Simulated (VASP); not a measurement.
# BiN (P4/nmm) in VASP: density of states with PBE

Aim: the density of states of BiN with PBE.

All numbers are computed with VASP 6.6.1; they aren't measurements. Logs are shortened: lines on timing, memory, paths and dates and some standing lists are left out, and cuts for length are marked.

**1. The cell of the first run**

It takes space group P4/nmm (No. 129, tetragonal). The conventional cell has a = 4.052 Å, b = 4.052 Å, c = 5.312 Å, α = 90.00°, β = 90.00°, γ = 90.00°. Bi (site symmetry 4mm) has 4 N at 2.31 Å within 3.1 Å. Within 3.1 Å of N (site symmetry -4m2) lie 4 Bi at 2.31 Å and 4 N at 2.87 Å.

**2. Density of states, PBE**

Input file POSCAR:

```
BiN
1.0
    4.0523051354      0.0000000000      0.0000000000
    0.0000000000      4.0523051354      0.0000000000
    0.0000000000      0.0000000000      5.3118893794
Bi N
2 2
Direct
    0.5000000000      0.0000000000      0.2086526736
    0.0000000000      0.5000000000      0.7913473264
    0.0000000000      0.0000000000      0.0000000000
    0.5000000000      0.5000000000      0.0000000000
```

Input file INCAR.step1:

```
PREC = Accurate
ENCUT = 520
EDIFF = 1E-6
ISMEAR = 0
SIGMA = 0.05
LREAL = F
LASPH = T
NELM = 60
ALGO = Normal
ISIF = 2
LWAVE = F
LCHARG = T
GGA = PE
NBANDS = 28
```

Input file KPOINTS.step1:

```
Automatic mesh
0
Gamma
  8 8 6
```

Input file INCAR.step2:

```
PREC = Accurate
ENCUT = 520
EDIFF = 1E-6
ISMEAR = -5
SIGMA = 0.05
LREAL = F
LASPH = T
NELM = 60
ALGO = Normal
ISIF = 2
LWAVE = F
LCHARG = F
GGA = PE
LORBIT = 11
NBANDS = 28
NEDOS = 2001
ICHARG = 11
```

Input file KPOINTS.step2:

```
Automatic mesh
0
Gamma
  12 12 9
```

Potentials or basis: VASP PAW PBE potentials, release 64 (Bi_d, N).

Launch:

```console
> cat potpaw_PBE.64/Bi_d/POTCAR potpaw_PBE.64/N/POTCAR > POTCAR
> cp INCAR.step1 INCAR
> cp KPOINTS.step1 KPOINTS
> mpirun -np 1 vasp_std > vasp.out
> cp INCAR.step2 INCAR
> cp KPOINTS.step2 KPOINTS
> mpirun -np 1 vasp_std > vasp.out
```

OUTCAR:

```text
PREC = Accurate
   ENCUT = 520
   EDIFF = 1E-6
   ISMEAR = -5
   LREAL = F
   LASPH = T
   NELM = 60
   ISIF = 2
   GGA = PE
   LORBIT = 11
   ICHARG = 11

 ion  position               nearest neighbor table
   1  0.500  0.000  0.209-   3 2.31   4 2.31   4 2.31   3 2.31   2 3.62   2 3.62   2 3.62   2 3.62

   2  0.000  0.500  0.791-   3 2.31   4 2.31   3 2.31   4 2.31   1 3.62   1 3.62   1 3.62   1 3.62

   3  0.000  0.000  0.000-   1 2.31   2 2.31   2 2.31   1 2.31
   4  0.500  0.500  0.000-   1 2.31   2 2.31   1 2.31   2 2.31

  LATTYP: Found a simple tetragonal cell.
 ALAT       =     4.0523051354
 C/A-ratio  =     1.3108315396

  Lattice vectors:

 A1 = (   4.0523051354,   0.0000000000,   0.0000000000)
 A2 = (   0.0000000000,   4.0523051354,   0.0000000000)
 A3 = (   0.0000000000,   0.0000000000,   5.3118893794)

Analysis of symmetry for initial positions (statically):
=====================================================================
 Subroutine PRICEL returns:
 Original cell was already a primitive cell.

 Routine SETGRP: Setting up the symmetry group for a
 simple tetragonal supercell.

 Subroutine GETGRP returns: Found 16 space group operations
 (whereof  8 operations were pure point group operations)
 out of a pool of 16 trial point group operations.

The static configuration has the point symmetry D_2d.
 The point group associated with its full space group is D_4h.

Analysis of symmetry for dynamics (positions and initial velocities):
=====================================================================
 Subroutine PRICEL returns:
 Original cell was already a primitive cell.

 Routine SETGRP: Setting up the symmetry group for a
 simple tetragonal supercell.

 Subroutine GETGRP returns: Found 16 space group operations
 (whereof  8 operations were pure point group operations)
 out of a pool of 16 trial point group operations.

The dynamic configuration has the point symmetry D_2d.
 The point group associated with its full space group is D_4h.

 Subroutine INISYM returns: Found 16 space group operations
 (whereof  8 operations are pure point group operations),
 and found     1 'primitive' translations

----------------------------------------------------------------------------------------

                                     Primitive cell

  volume of cell :      87.2275

  direct lattice vectors                    reciprocal lattice vectors
     4.052305135  0.000000000  0.000000000     0.246773125  0.000000000  0.000000000
     0.000000000  4.052305135  0.000000000     0.000000000  0.246773125  0.000000000
     0.000000000  0.000000000  5.311889379     0.000000000  0.000000000  0.188256932

  length of vectors
     4.052305135  4.052305135  5.311889379     0.246773125  0.246773125  0.188256932

  position of ions in fractional coordinates (direct lattice)
     0.500000000  0.000000000  0.208652674
     0.000000000  0.500000000  0.791347326
     0.000000000  0.000000000  0.000000000
     0.500000000  0.500000000  0.000000000

  ion indices of the primitive-cell ions
   primitive index   ion index
                 1           1
                 2           2
                 3           3
                 4           4

----------------------------------------------------------------------------------------

 KPOINTS: Automatic mesh

Automatic generation of k-mesh.
 Grid dimensions read from file:
 generate k-points for:   12   12    9

 Generating k-lattice:

  Cartesian coordinates                     Fractional coordinates (reciprocal lattice)
     0.020564427  0.000000000  0.000000000     0.083333333  0.000000000  0.000000000
     0.000000000  0.020564427  0.000000000     0.000000000  0.083333333  0.000000000
     0.000000000  0.000000000  0.020917437     0.000000000  0.000000000  0.111111111

  Length of vectors
     0.020564427  0.020564427  0.020917437

  Shift w.r.t. Gamma in fractional coordinates (k-lattice)
     0.000000000  0.000000000  0.000000000

 TETIRR: Found   1950 inequivalent tetrahedra from     7776

 Subroutine IBZKPT returns following result:
 ===========================================

 Found    140 irreducible k-points:

 Following reciprocal coordinates:
            Coordinates               Weight
  0.000000  0.000000  0.000000      1.000000
  0.083333  0.000000  0.000000      4.000000
  0.166667  0.000000  0.000000      4.000000
  0.250000  0.000000  0.000000      4.000000
  0.333333  0.000000  0.000000      4.000000
  0.416667  0.000000  0.000000      4.000000
[... 16 lines left out ...]
  0.333333  0.333333  0.000000      4.000000
  0.416667  0.333333  0.000000      8.000000
 [... further k-points ...]
   k-points           NKPTS =    140   k-points in BZ     NKDIM =    140   number of bands    NBANDS=     28
   number of dos      NEDOS =   2001   number of ions     NIONS =      4
   total plane-waves  NPLWV =  36000
   dimension x,y,z NGX =    30 NGY =   30 NGZ =   40
   dimension x,y,z NGXF=    60 NGYF=   60 NGZF=   80
   ions per type =               2   2
   NGX,Y,Z   is equivalent  to a cutoff of  12.31, 12.31, 12.52 a.u.
   NGXF,Y,Z  is equivalent  to a cutoff of  24.62, 24.62, 25.04 a.u.
 SYSTEM =  unknown system
   PREC   = accura    normal or accurate (medium, high low for compatibility)
   ISTART =      0    job   : 0-new  1-cont  2-samecut
   ICHARG =     11    charge: 1-file 2-atom 10-const
   ISPIN  =      1    spin polarized calculation?
   LNONCOLLINEAR =      F non collinear calculations
   LSORBIT =      F    spin-orbit coupling
   LASPH  =      T    aspherical Exc in radial PAW
   ENCUT  =  520.0 eV  38.22 Ry    6.18 a.u.   7.53  7.53  9.88*2*pi/ulx,y,z
   NELM   =     60;   NELMIN=  2; NELMDL=  0     # of ELM steps
   EDIFF  = 0.1E-05   stopping-criterion for ELM
   LREAL  =      F    real-space projection
[... 7 lines left out ...]
   TEBEG  =    0.0;   TEEND  =   0.0 temperature during run
   PSTRESS=    0.0 pullay stress
   NELECT =      40.0000    total number of electrons
   NUPDOWN=      -1.0000    fix difference up-down
   EMIN   =  10.00;   EMAX   =-10.00  energy-range for DOS
   EFERMI =   0.00;   METHOD = LEGACY
   ISMEAR =    -5;   SIGMA  =   0.05  broadening in eV -4-tet -1-fermi 0-gaus
   EFERMI_NEDOS =   21; number of points for ismear=-14 and -15
   IALGO  =     38    algorithm
   IMIX   =      4    mixing-type and parameters
     AMIX     =   0.40;   BMIX     =  1.00
     AMIX_MAG =   1.60;   BMIX_MAG =  1.00
  volume/ion in A,a.u.               =      21.81       147.16
  Fermi-wavevector in a.u.,A,eV,Ry     =   1.262439  2.385664 21.684315  1.593752
  Thomas-Fermi vector in A             =   2.395847
   LORBIT       =     11    0 simple, 1 ext, 2 COOP (PROOUT), +10 PAW based schemes
   GGA     = PE    functional components
   LHFCALC =     F    Hartree Fock is set to
   AEXX    =    0.0000 exact exchange contribution
   IVDW    =     0    specifies the selected vdW correction
   LEPSILON=     F    determine dielectric tensor
   LRPA    =     F    only Hartree local field effects (RPA)
 non-spin polarized calculation
 Fermi weights with tetrahedron method with Bloechl corrections
  energy-cutoff  :      520.00
  volume of cell :       87.23
 maximum number of plane-waves:      2377

 number of electron      40.0000002 magnetization

 Free energy of the ion-electron system (eV)
  ---------------------------------------------------
  ext. energy  EPLUGINS =         0.00000000
  ---------------------------------------------------
  free energy    TOTEN  =       -21.97123896 eV

  energy without entropy =      -21.97123896  energy(sigma->0) =      -21.97123896

 E-fermi :   5.6726     XC(G=0):  -9.5420

 val. band max:        5.7526706799   @ k =   0.5000   0.5000   0.0000
 cond. band min:       5.6644020905   @ k =   0.0000   0.0000   0.2222
 fundamental gap:     -0.0882685894
 Fermi energy:         5.6726463820

 k-point     1 :       0.0000    0.0000    0.0000
  band No.  band energies     occupation
      1     -17.0206      2.00000
      2     -16.9218      2.00000
      3     -16.9218      2.00000
      4     -16.8930      2.00000
      5     -16.8642      2.00000
      6     -16.8540      2.00000
[... 20 lines left out ...]
     27      12.9098      0.00000
     28      12.9785      0.00000

 k-point     2 :       0.0833    0.0000    0.0000
  band No.  band energies     occupation
      1     -17.0181      2.00000
      2     -16.9211      2.00000
      3     -16.9189      2.00000
      4     -16.8912      2.00000
      5     -16.8640      2.00000
      6     -16.8572      2.00000
[... 20 lines left out ...]
     27      12.9389      0.00000
     28      13.4132      0.00000

 k-point     3 :       0.1667    0.0000    0.0000
  band No.  band energies     occupation
      1     -17.0114      2.00000
      2     -16.9189      2.00000
      3     -16.9103      2.00000
      4     -16.8858      2.00000
      5     -16.8699      2.00000
      6     -16.8646      2.00000
[... 20 lines left out ...]
     27      12.9934      0.00000
     28      14.2358      0.00000

 k-point     4 :       0.2500    0.0000    0.0000
  band No.  band energies     occupation
      1     -17.0017      2.00000
      2     -16.9155      2.00000
      3     -16.8976      2.00000
      4     -16.8868      2.00000
      5     -16.8767      2.00000
      6     -16.8737      2.00000
[... 578 lines left out ...]
     27      12.4429      0.00000
     28      12.4429      0.00000

 k-point    23 :       0.3333    0.3333    0.0000
  band No.  band energies     occupation
      1     -17.0008      2.00000
      2     -16.9686      2.00000
      3     -16.8719      2.00000
      4     -16.8615      2.00000
      5     -16.8559      2.00000
      6     -16.8497      2.00000
[... 20 lines left out ...]
     27      12.6894      0.00000
     28      12.8219      0.00000

 k-point    24 :       0.4167    0.3333    0.0000
  band No.  band energies     occupation
      1     -16.9997      2.00000
      2     -16.9834      2.00000
      3     -16.8689      2.00000
      4     -16.8611      2.00000
      5     -16.8513      2.00000
      6     -16.8410      2.00000
[... 20 lines left out ...]
     27      12.6611      0.00000
     28      12.7575      0.00000

 [... further k-points ...]
[... 5 lines left out ...]
  --------------------------------------------------------------------------------------
  -------------------------------------------------------------------------------------
  Total        0.0409623      0.0409623      0.0265111      0.0000000      0.0000000      0.0000000
  in kB        0.7523873      0.7523873      0.4869509      0.0000000      0.0000000      0.0000000
  external PRESSURE =       0.6639085 kB  Pullay stress =       0.0000000 kB

 VOLUME and BASIS-vectors are now :
 -----------------------------------------------------------------------------
  energy-cutoff  :      520.00
  volume of cell :       87.23
      direct lattice vectors                 reciprocal lattice vectors
     4.052305135  0.000000000  0.000000000     0.246773125  0.000000000  0.000000000
     0.000000000  4.052305135  0.000000000     0.000000000  0.246773125  0.000000000
     0.000000000  0.000000000  5.311889379     0.000000000  0.000000000  0.188256932

 POSITION                                       TOTAL-FORCE (eV/Angst)
 -----------------------------------------------------------------------------------
      2.02615      0.00000      1.10834        -0.000000      0.000000      0.034195
      0.00000      2.02615      4.20355         0.000000      0.000000     -0.034195
      0.00000      0.00000      0.00000         0.000000     -0.000000      0.000000
      2.02615      2.02615      0.00000         0.000000      0.000000      0.000000
 -----------------------------------------------------------------------------------
    total drift:                                0.000000      0.000000      0.000000

  FREE ENERGIE OF THE ION-ELECTRON SYSTEM (eV)
  ---------------------------------------------------
  free  energy   TOTEN  =       -21.9712389604 eV

  energy  without entropy=      -21.9712389604  energy(sigma->0) =      -21.97123896

 total charge

# of ion       s       p       d       tot
------------------------------------------
    1        1.514   1.195  10.004  12.713
    2        1.514   1.195  10.004  12.713
    3        1.284   2.343   0.000   3.627
    4        1.284   2.343   0.000   3.627
--------------------------------------------------
tot          5.597   7.075  20.008  32.680
```

It took 5.7 min on 1 thread of Oxide Virtual Turin-like, shared host; peak memory 0.35 GiB.

What came out:

* Valence electrons inside the program's atomic spheres: Bi 12.71; N 3.63

Levels at points of the mesh, in eV from the Fermi level:
```tsv
k point	band 17	band 18	band 19	band 20	band 21	band 22	band 23	band 24
(0.00, 0.00, 0.00)	-1.24	-1.24	-0.92	-0.39	0.92	2.26	4.21	4.21
(0.50, 0.00, 0.00)	-3.12	-3.12	-1.99	-1.99	2.53	2.53	5.35	5.35
(0.50, 0.50, 0.00)	-2.75	-2.75	0.08	0.08	0.95	0.95	3.83	3.83
```

Caveat: spin-orbit coupling is left out, which moves the levels of the heavy elements; this functional lacks dispersion, which binds the layers, so the pressure and a relaxed spacing across them are unreliable; tetrahedron occupations give inexact forces and stress in metals.
